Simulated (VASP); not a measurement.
HfO2: single point with PBEsol+D3(BJ)

Crystal: HfO2.

```xyz
3
Lattice="0.0000 2.5127 2.5127 2.5127 0.0000 2.5127 2.5127 2.5127 0.0000" Properties=species:S:1:pos:R:3 pbc="T T T"
Hf    0.0000    0.0000    0.0000
O     3.7690    3.7690    3.7690
O     1.2563    1.2563    1.2563
```

```json
{"Program": "VASP 6.6.1", "Task": "single point", "Functional": "PBEsol", "Dispersion": "D3(BJ)", "Potentials or basis": "VASP PAW PBE potentials, release 64 (Hf_pv, O)", "Cutoff": "520 eV", "k mesh": "9 × 9 × 9", "Occupations": "fermi-dirac, width 0.05 eV", "Spin": "no spin polarisation", "Dipole correction": "no", "Further INCAR settings": "ALGO = Normal; EDIFF = 1e-07; NBANDS = 18"}
```

* Pressure: -4.4 GPa
* Band gap on the k mesh: 3.86 eV, indirect (least direct gap 3.98 eV)
* Dispersion energy per atom: -0.233 eV

Levels at points of the mesh, in eV from the valence-band top:
```
           k point  band 8  band 9  band 10  band 11  band 12  band 13  band 14  band 15
(0.00, 0.00, 0.00)   -5.51   -0.58    -0.58    -0.58     3.89     3.89     5.91    10.81
```

Wall time 9.7 s on 1 thread of Intel(R) Xeon(R) 6975P-C (Granite Rapids), on a shared host, peak memory 0.18 GiB.

Caveat: three body term missing; the PAW data sets were made with another functional, which shifts forces and pressure a little; spin-orbit coupling is left out, which moves the levels of the heavy elements. A hybrid or GW would open this gap; PBEsol tends to underestimate it.
